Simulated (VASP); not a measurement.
Te: single point with PBE

The system is Te.

```xyz
4
Lattice="4.9589 0.0000 0.0000 -2.4795 4.2946 0.0000 0.0000 0.0000 9.0314" Properties=species:S:1:pos:R:3 pbc="T T T"
Te    0.0000    0.0000    8.6714
Te    0.0000    0.0000    4.1557
Te    0.0000    2.8630    0.4052
Te    2.4795    1.4315    4.9209
```

```yaml
Program: VASP 6.6.1
Task: single point
Functional: PBE
Potentials_or_basis: VASP PAW PBE potentials, release 64 (Te)
Cutoff: 520 eV
k_mesh: 12 × 12 × 6
Occupations: gaussian, width 0.1 eV
Spin: no spin polarisation
```

```
Pressure               : 0.0 GPa
Largest force          : 0.004 eV/Å
Band gap on the k mesh : zero (bands 12 and 13 overlap by 0.33 eV)
```

Forces on the atoms (eV/Å):
```
Te   0.000  0.000 -0.004
Te   0.000  0.000 -0.004
Te   0.000  0.000  0.004
Te   0.000  0.000  0.004
```

Levels at points of the mesh, in eV from the Fermi level:
| k point | band 10 | band 11 | band 12 | band 13 | band 14 | band 15 |
| --- | --- | --- | --- | --- | --- | --- |
| (0.00, 0.00, 0.00) | -1.95 | -0.42 | -0.14 | -0.09 | -0.09 | 0.07 |
| (0.50, 0.00, 0.00) | -1.88 | -1.45 | -0.92 | 1.65 | 1.82 | 1.83 |
| (0.00, 0.00, 0.50) | -2.78 | -0.11 | -0.11 | -0.01 | -0.01 | -0.01 |
| (0.50, 0.00, 0.50) | -1.92 | -1.26 | -1.26 | 1.84 | 1.84 | 1.88 |

It took 2.2 min on 1 thread of Intel(R) Xeon(R) 6975P-C (Granite Rapids) (shared host), peak memory 0.45 GiB.

Caveat: spin-orbit coupling is left out, which moves the levels of the heavy elements; this functional lacks dispersion, which binds the layers, so the pressure and a relaxed spacing across them are unreliable.
